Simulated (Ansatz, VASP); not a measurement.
Two plane-wave programs on SrAl2O2

File INCAR:

```
SYSTEM = SrAl2O2
PREC     = Accurate       ! precision mode
ENCUT    = 520            ! plane-wave cutoff, eV
EDIFF    = 1E-6           ! SCF threshold, eV
ISMEAR   = 0              ! smearing method
SIGMA    = 0.1            ! smearing width, eV
LREAL    = .False.        ! projectors in reciprocal space
LASPH    = .True.         ! aspherical terms in the spheres
NELM     = 150            ! most SCF steps
ALGO     = Normal         ! electronic algorithm
ISIF     = 2              ! what is computed and relaxed
LWAVE    = .False.        ! write WAVECAR
LCHARG   = .True.         ! write CHGCAR
ISPIN    = 2              ! spin polarisation
MAGMOM   = 0 0 0 1 1      ! initial moments
LORBIT   = 11             ! projections on sites
GGA      = PE             ! functional
LELF     = .True.         ! ELF
LVHAR    = .True.       
NBANDS   = 26             ! bands
```

KPOINTS

```
regular mesh
0
Gamma
  6 6 2
  0 0 0
```

Contents of POSCAR:

```
SrAl2O2
1.0
    3.5005007598      0.0000000000      0.0000000000
   -1.7502503799      3.0315225839      0.0000000000
    0.0000000000      0.0000000000      7.9642560899
Sr Al O
1 2 2
Direct
    0.0000000000      0.0000000000      0.5000000000
    0.3333333333      0.6666666667      0.8539746706
    0.6666666667      0.3333333333      0.1460253294
    0.3333333333      0.6666666667      0.0969204156
    0.6666666667      0.3333333333      0.9030795844
```

Input for Ansatz:

```yaml
crystal:
  lattice:
    - [3.5005007598, 0.0, 0.0]
    - [-1.7502503799, 3.0315225839, 0.0]
    - [0.0, 0.0, 7.9642560899]
  atoms:
    - { symbol: Sr, position: [0.0, 0.0, 0.5] }
    - { symbol: Al, position: [0.3333333333, 0.6666666667, 0.8539746706] }
    - { symbol: Al, position: [0.6666666667, 0.3333333333, 0.1460253294] }
    - { symbol: O, position: [0.3333333333, 0.6666666667, 0.0969204156], spin: 1.0 }
    - { symbol: O, position: [0.6666666667, 0.3333333333, 0.9030795844], spin: 1.0 }
basis:
  ecutwfc: 420
kpoints:
  mp_grid: { grid: [6, 6, 2] }
hamiltonian:
  xc: pbe
scf:
  occupations: { method: gaussian, width: 0.1 }
  lower_state_search: "off"
output:
  forces: true
  stress: true
  eigenvalues: true
  populations: true
magnetization:
  spin_polarized: true
```

Alike in both runs: task single point; functional PBE; k mesh 6 × 6 × 2; occupations gaussian, width 0.1 eV; collinear spin.

|  | VASP | Ansatz |
| --- | --- | --- |
| version | VASP 6.6.1 | Ansatz 0.2.0 |
| potentials or method | VASP PAW PBE potentials, release 64 (Sr_sv, Al, O), cutoff 520 eV | scalar-relativistic, plane waves, PAW |
| valence electrons in the cell | 28 | 28 |

```tsv
	VASP	Ansatz	Ansatz less VASP
gap on the k mesh at the Fermi level (eV)	none	none	-
pressure (GPa)	0.1	0.1	0.00
traceless stress, the component that is largest in VASP (GPa)	0.27	0.24	-0.030
rms of the force components (eV/Å)	0.007	0.004	-0.0033
net moment per atom (μB)	0.00	0.00	0.000
```

Atom by atom the forces differ by 0.005 eV/Å (rms over components). A gap of «none» marks a metal or a gap that the smearing closes. With one functional, cell and mesh, what is left measures potentials, basis and numerics. Ansatz's warnings: seeded moment not kept.

The k mesh is coarse, so the values compare programs but aren't converged.
